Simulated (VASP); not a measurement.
Input of a VASP 6.6.1 run:

INCAR

```
SYSTEM = AlNi3
ALGO = Normal
EDIFF = 1E-6
ENCUT = 520
GGA = PE
ISIF = 2
ISMEAR = 0
LASPH = .True.
LCHARG = .False.
LREAL = .False.
LWAVE = .False.
NBANDS = 24
NELM = 100
PREC = Accurate
SIGMA = 0.1
```

The input KPOINTS:

```
k-points
0
Gamma
  2 2 2
  0 0 0
```

The input POSCAR:

```
AlNi3
1.0
    0.0000000000      2.8018887551      2.8018887551
    2.8018887551      0.0000000000      2.8018887551
    2.8018887551      2.8018887551      0.0000000000
Al Ni
1 3
Direct
    0.5000000000      0.5000000000      0.5000000000
    0.2500000000      0.2500000000      0.2500000000
    0.0000000000      0.0000000000      0.0000000000
    0.7500000000      0.7500000000      0.7500000000
```

Potentials or basis: VASP PAW PBE potentials, release 64 (Al, Ni).

Launch:

```bash
$ cat potpaw_PBE.64/Al/POTCAR potpaw_PBE.64/Ni/POTCAR > POTCAR
$ mpirun -np 1 vasp_std > vasp.out
```

Question: Predict the band gap on the k mesh.

Answer: Zero (an odd number of electrons rules out a gap without spin polarisation).

Question: Predict the pressure.

Answer: 6.8 GPa.

Caveat: the k points lie up to 0.97 Å⁻¹ apart, too coarse for converged energies and pressures of a metal. Spin polarisation is off, so any magnetic state and its effect on volume and gap are missing.
